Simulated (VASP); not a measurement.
# Te (Pmmm) in VASP: notebook

Runs on Te. Level: PBE. Tasks: single point, relaxation of cell and atoms.

Everything below comes from runs of VASP 6.6.1. Logs are shortened: lines on timing, memory, paths and dates and some standing lists are left out, and cuts for length are marked.

## (1) The cell of the first run

The structure is orthorhombic, space group Pmmm (No. 47). The conventional cell has a = 2.926 Å, b = 4.921 Å, c = 5.967 Å, α = 90.00°, β = 90.00°, γ = 90.00°. Te (site symmetry mm2) has 6 Te at 2.90 to 3.05 Å within 3.8 Å. Within 3.8 Å of Te (site symmetry mmm) lie 6 Te at 2.90 to 2.93 Å.

## (2) Single point, PBE

The input, INCAR:

```
SYSTEM = Te
  PREC = Accurate
  ENCUT = 520
  EDIFF = 1E-6
  ISMEAR = 0
  SIGMA = 0.1
  LREAL = .False.
  LASPH = .True.
  NELM = 80
  ALGO = Normal
  ISIF = 2
  LWAVE = .False.
  LCHARG = .True.
  GGA = PE
  LELF = .True.
  LVHAR = .True.
  NBANDS = 16
```

The input, KPOINTS:

```
regular mesh
0
Gamma
  6 4 4
  0 0 0
```

The input, POSCAR:

```
Te
1.0
    2.9264618200      0.0000000000      0.0000000000
    0.0000000000      4.9214807800      0.0000000000
    0.0000000000      0.0000000000      5.9673726400
Te
3
Direct
    0.0000000000      0.0000000000      0.2558544800
    0.0000000000      0.0000000000      0.7441455200
    0.0000000000      0.5000000000      0.0000000000
```

Potentials or basis: VASP PAW PBE potentials, release 64 (Te).

Command:

```console
$ cat potpaw_PBE.64/Te/POTCAR > POTCAR
$ mpirun -np 1 vasp_std > vasp.out
```

OUTCAR:

```text
SYSTEM = Te
   PREC = Accurate
   ENCUT = 520
   EDIFF = 1E-6
   ISMEAR = 0
   LREAL = .False.
   LASPH = .True.
   NELM = 80
   ISIF = 2
   GGA = PE

 ion  position               nearest neighbor table
   1  0.000  0.000  0.256-   3 2.90   3 2.90   2 2.91   2 3.05
   2  0.000  0.000  0.744-   3 2.90   3 2.90   1 2.91   1 3.05
   3  0.000  0.500  0.000-   1 2.90   2 2.90   1 2.90   2 2.90

  LATTYP: Found a simple orthorhombic cell.
 ALAT       =     2.9264618200
 B/A-ratio  =     1.6817170641
 C/A-ratio  =     2.0391083182

  Lattice vectors:

 A1 = (   2.9264618200,   0.0000000000,   0.0000000000)
 A2 = (   0.0000000000,   4.9214807800,   0.0000000000)
 A3 = (   0.0000000000,   0.0000000000,   5.9673726400)

Analysis of symmetry for initial positions (statically):
=====================================================================
 Subroutine PRICEL returns:
 Original cell was already a primitive cell.

 Routine SETGRP: Setting up the symmetry group for a
 simple orthorhombic supercell.

 Subroutine GETGRP returns: Found  8 space group operations
 (whereof  8 operations were pure point group operations)
 out of a pool of  8 trial point group operations.

The static configuration has the point symmetry D_2h.

Analysis of symmetry for dynamics (positions and initial velocities):
=====================================================================
 Subroutine PRICEL returns:
 Original cell was already a primitive cell.

 Routine SETGRP: Setting up the symmetry group for a
 simple orthorhombic supercell.

 Subroutine GETGRP returns: Found  8 space group operations
 (whereof  8 operations were pure point group operations)
 out of a pool of  8 trial point group operations.

The dynamic configuration has the point symmetry D_2h.

 Subroutine INISYM returns: Found  8 space group operations
 (whereof  8 operations are pure point group operations),
 and found     1 'primitive' translations

----------------------------------------------------------------------------------------

                                     Primitive cell

  volume of cell :      85.9452

  direct lattice vectors                    reciprocal lattice vectors
     2.926461820  0.000000000  0.000000000     0.341709567  0.000000000  0.000000000
     0.000000000  4.921480780  0.000000000     0.000000000  0.203190878  0.000000000
     0.000000000  0.000000000  5.967372640     0.000000000  0.000000000  0.167577938

[... 80 lines left out ...]
   LNONCOLLINEAR =      F non collinear calculations
   LSORBIT =      F    spin-orbit coupling
   LASPH  =      T    aspherical Exc in radial PAW
   ENCUT  =  520.0 eV  38.22 Ry    6.18 a.u.   5.44  9.15 11.10*2*pi/ulx,y,z
   NELM   =     80;   NELMIN=  2; NELMDL= -5     # of ELM steps
   EDIFF  = 0.1E-05   stopping-criterion for ELM
   LREAL  =      F    real-space projection
   EDIFFG = 0.1E-04   stopping-criterion for IOM
   NSW    =      0    number of steps for IOM
   IBRION =     -1    ionic relax: 0-MD 1-quasi-New 2-CG
   NFREE  =      0    steps in history (QN), initial steepest desc. (CG)
   ISIF   =      2    stress and relaxation
   ISYM   =      2    0-nonsym 1-usesym 2-fastsym
   POTIM  = 0.5000    time-step for ionic-motion
   TEBEG  =    0.0;   TEEND  =   0.0 temperature during run
   PSTRESS=    0.0 pullay stress
   NELECT =      18.0000    total number of electrons
   NUPDOWN=      -1.0000    fix difference up-down
   EMIN   =  10.00;   EMAX   =-10.00  energy-range for DOS
   EFERMI =   0.00;   METHOD = LEGACY
   ISMEAR =     0;   SIGMA  =   0.10  broadening in eV -4-tet -1-fermi 0-gaus
   EFERMI_NEDOS =   21; number of points for ismear=-14 and -15
   IALGO  =     38    algorithm
   IMIX   =      4    mixing-type and parameters
     AMIX     =   0.40;   BMIX     =  1.00
     AMIX_MAG =   1.60;   BMIX_MAG =  1.00
  volume/ion in A,a.u.               =      28.65       193.33
  Fermi-wavevector in a.u.,A,eV,Ry     =   0.972206  1.837203 12.860022  0.945185
  Thomas-Fermi vector in A             =   2.102486
   LORBIT       =      0    0 simple, 1 ext, 2 COOP (PROOUT), +10 PAW based schemes
   GGA     = PE    functional components
   LHFCALC =     F    Hartree Fock is set to
   AEXX    =    0.0000 exact exchange contribution
   IVDW    =     0    specifies the selected vdW correction
   LEPSILON=     F    determine dielectric tensor
   LRPA    =     F    only Hartree local field effects (RPA)
 non-spin polarized calculation
 Gauss-broadening in eV      SIGMA  =   0.10
  energy-cutoff  :      520.00
  volume of cell :       85.95
 maximum number of plane-waves:      2331
 NGX is ok and might be reduce to    24
   NGX = 11   NGY = 19   NGZ = 23

 number of electron      17.9999999 magnetization

 Free energy of the ion-electron system (eV)
  ---------------------------------------------------
  ext. energy  EPLUGINS =         0.00000000
  ---------------------------------------------------
  free energy    TOTEN  =        -7.38304658 eV

  energy without entropy =       -7.36835496  energy(sigma->0) =       -7.37570077

 E-fermi :   8.6760     XC(G=0):  -9.6145

 val. band max:        8.6731799392   @ k =   0.3333   0.2500   0.2500
 cond. band min:       8.7098664032   @ k =   0.1667   0.0000   0.0000
 fundamental gap:      0.0366864640
 Fermi energy:         8.6759838824

 k-point     1 :       0.0000    0.0000    0.0000
  band No.  band energies     occupation
      1      -7.3509      2.00000
      2      -3.8411      2.00000
      3      -3.5024      2.00000
      4       1.1272      2.00000
      5       1.8263      2.00000
      6       5.3255      2.00000
[... 433 lines left out ...]
      3      -1.4669      2.00000
      4       1.5074      2.00000
      5       2.1285      2.00000
      6       2.9332      2.00000
[... 8 lines left out ...]
     15      13.4328      0.00000
     16      14.5937      0.00000

 [... further k-points ...]
[... 5 lines left out ...]
  --------------------------------------------------------------------------------------
  -------------------------------------------------------------------------------------
  Total       12.5231979     11.7451475      9.5597423      0.0000000      0.0000000      0.0000000
  in kB      233.4554462    218.9511557    178.2111826      0.0000000      0.0000000      0.0000000
  external PRESSURE =     210.2059281 kB  Pullay stress =       0.0000000 kB

 VOLUME and BASIS-vectors are now :
 -----------------------------------------------------------------------------
  energy-cutoff  :      520.00
  volume of cell :       85.95
      direct lattice vectors                 reciprocal lattice vectors
     2.926461820  0.000000000  0.000000000     0.341709567  0.000000000  0.000000000
     0.000000000  4.921480780  0.000000000     0.000000000  0.203190878  0.000000000
     0.000000000  0.000000000  5.967372640     0.000000000  0.000000000  0.167577938

 POSITION                                       TOTAL-FORCE (eV/Angst)
 -----------------------------------------------------------------------------------
      0.00000      0.00000      1.52678         0.000000      0.000000      1.040474
      0.00000      0.00000      4.44059         0.000000      0.000000     -1.040474
      0.00000      2.46074      0.00000         0.000000      0.000000     -0.000000
 -----------------------------------------------------------------------------------
    total drift:                               -0.000000      0.000000     -0.000000

  FREE ENERGIE OF THE ION-ELECTRON SYSTEM (eV)
  ---------------------------------------------------
  free  energy   TOTEN  =        -7.3830465775 eV

  energy  without entropy=       -7.3683549570  energy(sigma->0) =       -7.37570077
```

Run time: 37 s. Hardware: 1 thread of Intel Xeon 6975P-C, shared host; peak memory 0.21 GiB.

Results:

```yaml
Free_energy: -7.3830 eV
Pressure: 21.0 GPa
Largest_force: 1.040 eV/Å
Band_gap_on_the_k_mesh: zero (band 9 reaches 10.46 eV, above the bottom of band 10 at 6.91 eV)
```

Forces in eV/Å, atoms in the order of the input:
```
Te   0.000  0.000  1.040
Te   0.000  0.000 -1.040
Te   0.000  0.000  0.000
```

Stress tensor (GPa, compression positive):
```
23.35  0.00  0.00
 0.00 21.90  0.00
 0.00  0.00 17.82
```

Caveat: spin-orbit coupling is left out, which moves the levels of the heavy elements; forces of over 1 eV/Å act on the atoms, so gaps and moduli don't describe the material at rest.

## (3) Single point, PBE

This run uses another cell than the first one, of 37.74 Å³/atom, 1.317 times its volume.

The input, INCAR:

```
  PREC = Accurate
  ENCUT = 520
  EDIFF = 1E-7
  ISMEAR = 0
  SIGMA = 0.1
  LREAL = False
  LASPH = True
  NELM = 100
  ALGO = Normal
  ISIF = 2
  LWAVE = False
  LCHARG = False
  GGA = PE
  NBANDS = 16
```

The input, KPOINTS:

```
Automatic mesh
0
Gamma
  6 4 4
```

The input, POSCAR:

```
Te
1.0
    3.3138039976      0.0000000000      0.0000000000
    0.0000000000      5.4793355196      0.0000000000
    0.0000000000      0.0000000000      6.2347957093
Te
3
Direct
    0.0000000000      0.0000000000      0.2605038825
    0.0000000000      0.0000000000      0.7394961175
    0.0000000000      0.5000000000      0.0000000000
```

Potentials or basis: VASP PAW PBE potentials, release 64 (Te).

Command:

```console
$ cat potpaw_PBE.64/Te/POTCAR > POTCAR
$ mpirun -np 1 vasp_std > vasp.out
```

OUTCAR:

```text
PREC = Accurate
   ENCUT = 520
   EDIFF = 1E-7
   ISMEAR = 0
   LREAL = False
   LASPH = True
   NELM = 100
   ISIF = 2
   GGA = PE

 ion  position               nearest neighbor table
   1  0.000  0.000  0.261-   2 2.99   3 3.18   3 3.18   2 3.25
   2  0.000  0.000  0.739-   1 2.99   3 3.18   3 3.18   1 3.25
   3  0.000  0.500  0.000-   1 3.18   2 3.18   1 3.18   2 3.18

  LATTYP: Found a simple orthorhombic cell.
 ALAT       =     3.3138039976
 B/A-ratio  =     1.6534881132
 C/A-ratio  =     1.8814618227

  Lattice vectors:

 A1 = (   3.3138039976,   0.0000000000,   0.0000000000)
 A2 = (   0.0000000000,   5.4793355196,   0.0000000000)
 A3 = (   0.0000000000,   0.0000000000,   6.2347957093)

Analysis of symmetry for initial positions (statically):
=====================================================================
 Subroutine PRICEL returns:
 Original cell was already a primitive cell.

 Routine SETGRP: Setting up the symmetry group for a
 simple orthorhombic supercell.

 Subroutine GETGRP returns: Found  8 space group operations
 (whereof  8 operations were pure point group operations)
 out of a pool of  8 trial point group operations.

The static configuration has the point symmetry D_2h.

Analysis of symmetry for dynamics (positions and initial velocities):
=====================================================================
 Subroutine PRICEL returns:
 Original cell was already a primitive cell.

 Routine SETGRP: Setting up the symmetry group for a
 simple orthorhombic supercell.

 Subroutine GETGRP returns: Found  8 space group operations
 (whereof  8 operations were pure point group operations)
 out of a pool of  8 trial point group operations.

The dynamic configuration has the point symmetry D_2h.

 Subroutine INISYM returns: Found  8 space group operations
 (whereof  8 operations are pure point group operations),
 and found     1 'primitive' translations

----------------------------------------------------------------------------------------

                                     Primitive cell

  volume of cell :     113.2080

  direct lattice vectors                    reciprocal lattice vectors
     3.313803998  0.000000000  0.000000000     0.301767999  0.000000000  0.000000000
     0.000000000  5.479335520  0.000000000     0.000000000  0.182503881  0.000000000
     0.000000000  0.000000000  6.234795709     0.000000000  0.000000000  0.160390179

  length of vectors
     3.313803998  5.479335520  6.234795709     0.301767999  0.182503881  0.160390179

  position of ions in fractional coordinates (direct lattice)
     0.000000000  0.000000000  0.260503882
     0.000000000  0.000000000  0.739496118
     0.000000000  0.500000000  0.000000000

  ion indices of the primitive-cell ions
   primitive index   ion index
                 1           1
                 2           2
                 3           3

----------------------------------------------------------------------------------------

 KPOINTS: Automatic mesh

Automatic generation of k-mesh.
 Grid dimensions read from file:
 generate k-points for:    6    4    4

 Generating k-lattice:

  Cartesian coordinates                     Fractional coordinates (reciprocal lattice)
     0.050294666  0.000000000  0.000000000     0.166666667  0.000000000  0.000000000
     0.000000000  0.045625970  0.000000000     0.000000000  0.250000000  0.000000000
     0.000000000  0.000000000  0.040097545     0.000000000  0.000000000  0.250000000

  Length of vectors
     0.050294666  0.045625970  0.040097545

  Shift w.r.t. Gamma in fractional coordinates (k-lattice)
     0.000000000  0.000000000  0.000000000

 Subroutine IBZKPT returns following result:
 ===========================================

 Found     36 irreducible k-points:

 Following reciprocal coordinates:
            Coordinates               Weight
  0.000000  0.000000  0.000000      1.000000
  0.166667  0.000000  0.000000      2.000000
  0.333333  0.000000  0.000000      2.000000
  0.500000  0.000000  0.000000      1.000000
  0.000000  0.250000  0.000000      2.000000
  0.166667  0.250000  0.000000      4.000000
[... 16 lines left out ...]
  0.333333  0.500000  0.250000      4.000000
  0.500000  0.500000  0.250000      2.000000
 [... further k-points ...]
   k-points           NKPTS =     36   k-points in BZ     NKDIM =     36   number of bands    NBANDS=     16
   number of dos      NEDOS =    301   number of ions     NIONS =      3
   total plane-waves  NPLWV =  56448
   dimension x,y,z NGX =    28 NGY =   42 NGZ =   48
   dimension x,y,z NGXF=    56 NGYF=   84 NGZF=   96
   ions per type =               3
   NGX,Y,Z   is equivalent  to a cutoff of  14.05, 12.74, 12.80 a.u.
   NGXF,Y,Z  is equivalent  to a cutoff of  28.09, 25.49, 25.60 a.u.
 SYSTEM =  unknown system
   PREC   = accura    normal or accurate (medium, high low for compatibility)
   ISTART =      0    job   : 0-new  1-cont  2-samecut
   ICHARG =      2    charge: 1-file 2-atom 10-const
   ISPIN  =      1    spin polarized calculation?
   LNONCOLLINEAR =      F non collinear calculations
   LSORBIT =      F    spin-orbit coupling
   LASPH  =      T    aspherical Exc in radial PAW
   ENCUT  =  520.0 eV  38.22 Ry    6.18 a.u.   6.16 10.19 11.59*2*pi/ulx,y,z
   NELM   =    100;   NELMIN=  2; NELMDL= -5     # of ELM steps
   EDIFF  = 0.1E-06   stopping-criterion for ELM
   LREAL  =      F    real-space projection
   EDIFFG = 0.1E-05   stopping-criterion for IOM
   NSW    =      0    number of steps for IOM
   IBRION =     -1    ionic relax: 0-MD 1-quasi-New 2-CG
   NFREE  =      0    steps in history (QN), initial steepest desc. (CG)
   ISIF   =      2    stress and relaxation
   ISYM   =      2    0-nonsym 1-usesym 2-fastsym
   POTIM  = 0.5000    time-step for ionic-motion
   TEBEG  =    0.0;   TEEND  =   0.0 temperature during run
   PSTRESS=    0.0 pullay stress
   NELECT =      18.0000    total number of electrons
   NUPDOWN=      -1.0000    fix difference up-down
   EMIN   =  10.00;   EMAX   =-10.00  energy-range for DOS
   EFERMI =   0.00;   METHOD = LEGACY
   ISMEAR =     0;   SIGMA  =   0.10  broadening in eV -4-tet -1-fermi 0-gaus
   EFERMI_NEDOS =   21; number of points for ismear=-14 and -15
   IALGO  =     38    algorithm
   IMIX   =      4    mixing-type and parameters
     AMIX     =   0.40;   BMIX     =  1.00
     AMIX_MAG =   1.60;   BMIX_MAG =  1.00
  volume/ion in A,a.u.               =      37.74       254.65
  Fermi-wavevector in a.u.,A,eV,Ry     =   0.886897  1.675993 10.702164  0.786587
  Thomas-Fermi vector in A             =   2.008124
   LORBIT       =      0    0 simple, 1 ext, 2 COOP (PROOUT), +10 PAW based schemes
   GGA     = PE    functional components
   LHFCALC =     F    Hartree Fock is set to
   AEXX    =    0.0000 exact exchange contribution
   IVDW    =     0    specifies the selected vdW correction
   LEPSILON=     F    determine dielectric tensor
   LRPA    =     F    only Hartree local field effects (RPA)
 non-spin polarized calculation
 Gauss-broadening in eV      SIGMA  =   0.10
  energy-cutoff  :      520.00
  volume of cell :      113.21
 maximum number of plane-waves:      3076
 NGX is ok and might be reduce to    28
   NGX = 13   NGY = 21   NGZ = 23

 number of electron      17.9999997 magnetization

 Free energy of the ion-electron system (eV)
  ---------------------------------------------------
  ext. energy  EPLUGINS =         0.00000000
  ---------------------------------------------------
  free energy    TOTEN  =        -8.89188377 eV

  energy without entropy =       -8.88450681  energy(sigma->0) =       -8.88819529

 E-fermi :   4.9725     XC(G=0):  -8.4292

 val. band max:        4.9300168162   @ k =   0.1667   0.2500   0.0000
 cond. band min:       5.0133103831   @ k =   0.0000   0.2500   0.0000
 fundamental gap:      0.0832935669
 Fermi energy:         4.9725314599

 k-point     1 :       0.0000    0.0000    0.0000
  band No.  band energies     occupation
      1      -8.5174      2.00000
      2      -6.0141      2.00000
      3      -5.8518      2.00000
      4      -0.3880      2.00000
      5      -0.2636      2.00000
      6       2.7798      2.00000
[... 8 lines left out ...]
     15      12.3069      0.00000
     16      13.1193      0.00000
[... 419 lines left out ...]
 k-point    24 :       0.5000    0.5000    0.2500
  band No.  band energies     occupation
      1      -6.4032      2.00000
      2      -5.5892      2.00000
      3      -4.8803      2.00000
      4       0.0748      2.00000
      5       0.7501      2.00000
      6       1.0668      2.00000
[... 8 lines left out ...]
     15      10.6625      0.00000
     16      10.9631      0.00000

 [... further k-points ...]
[... 5 lines left out ...]
  --------------------------------------------------------------------------------------
  -------------------------------------------------------------------------------------
  Total        0.1804013      0.1922359     -0.1529723      0.0000000      0.0000000      0.0000000
  in kB        2.5531326      2.7206211     -2.1649429      0.0000000      0.0000000      0.0000000
  external PRESSURE =       1.0362703 kB  Pullay stress =       0.0000000 kB

 VOLUME and BASIS-vectors are now :
 -----------------------------------------------------------------------------
  energy-cutoff  :      520.00
  volume of cell :      113.21
      direct lattice vectors                 reciprocal lattice vectors
     3.313803998  0.000000000  0.000000000     0.301767999  0.000000000  0.000000000
     0.000000000  5.479335520  0.000000000     0.000000000  0.182503881  0.000000000
     0.000000000  0.000000000  6.234795709     0.000000000  0.000000000  0.160390179

 POSITION                                       TOTAL-FORCE (eV/Angst)
 -----------------------------------------------------------------------------------
      0.00000      0.00000      1.62419         0.000000      0.000000      0.025704
      0.00000      0.00000      4.61061         0.000000      0.000000     -0.025704
      0.00000      2.73967      0.00000         0.000000      0.000000     -0.000000
 -----------------------------------------------------------------------------------
    total drift:                                0.000000     -0.000000     -0.000000

  FREE ENERGIE OF THE ION-ELECTRON SYSTEM (eV)
  ---------------------------------------------------
  free  energy   TOTEN  =        -8.8918837665 eV

  energy  without entropy=       -8.8845068127  energy(sigma->0) =       -8.88819529
```

Run time: 54 s. Hardware: 1 thread of Intel Xeon 6975P-C, shared host; peak memory 0.24 GiB.

What came out:

* Free energy: -8.8919 eV
* Pressure: 0.1 GPa
* Largest force: 0.026 eV/Å
* Band gap on the k mesh: zero (band 9 reaches 6.43 eV, above the bottom of band 10 at 3.63 eV)

Forces on the atoms (eV/Å):
```
Te   0.000  0.000  0.026
Te   0.000  0.000 -0.026
Te   0.000  0.000  0.000
```

Stress tensor (GPa, compression positive):
```
 0.26  0.00  0.00
 0.00  0.27  0.00
 0.00  0.00 -0.22
```

Caveat: spin-orbit coupling is left out, which moves the levels of the heavy elements.

(Part 1 of 2 ends here.)
